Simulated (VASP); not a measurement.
## P: single point with LDA

The system is P.

```xyz
2
Lattice="-1.6915 2.5152 1.8589 1.6915 -2.5152 1.8589 1.6915 2.5152 -1.8589" Properties=species:S:1:pos:R:3 pbc="T T T"
P     1.6915    1.2576    1.6607
P     0.0000    1.2576    0.1982
```

| Quantity | Value |
| --- | --- |
| Program | VASP 6.6.1 |
| Task | single point |
| Functional | LDA |
| Potentials or basis | VASP PAW LDA potentials, release 64 (P) |
| Cutoff | 520 eV |
| k mesh | 11 × 11 × 11 |
| Occupations | gaussian, width 0.1 eV |
| Spin | no spin polarisation |

| Quantity | Value |
| --- | --- |
| Pressure | -2.4 GPa |
| Largest force | 0.276 eV/Å |
| Band gap on the k mesh | zero (band 5 reaches 9.30 eV, above the bottom of band 6 at 8.76 eV) |

Forces in eV/Å, atoms in the order of the input:
```
P    0.000  0.000  0.276
P    0.000  0.000 -0.276
```

Stress tensor (GPa, compression positive):
```
-1.74  0.00  0.00
 0.00 -2.84  0.00
 0.00  0.00 -2.49
```

Levels at points of the mesh, in eV from the Fermi level:
| k point | band 2 | band 3 | band 4 | band 5 | band 6 | band 7 | band 8 | band 9 |
| --- | --- | --- | --- | --- | --- | --- | --- | --- |
| (0.00, 0.00, 0.00) | -3.17 | -3.14 | -2.91 | -2.25 | 1.35 | 2.28 | 4.04 | 5.09 |

Wall time 72 s on 1 thread of Intel Xeon 6975P-C, on a shared host, peak memory 0.18 GiB.
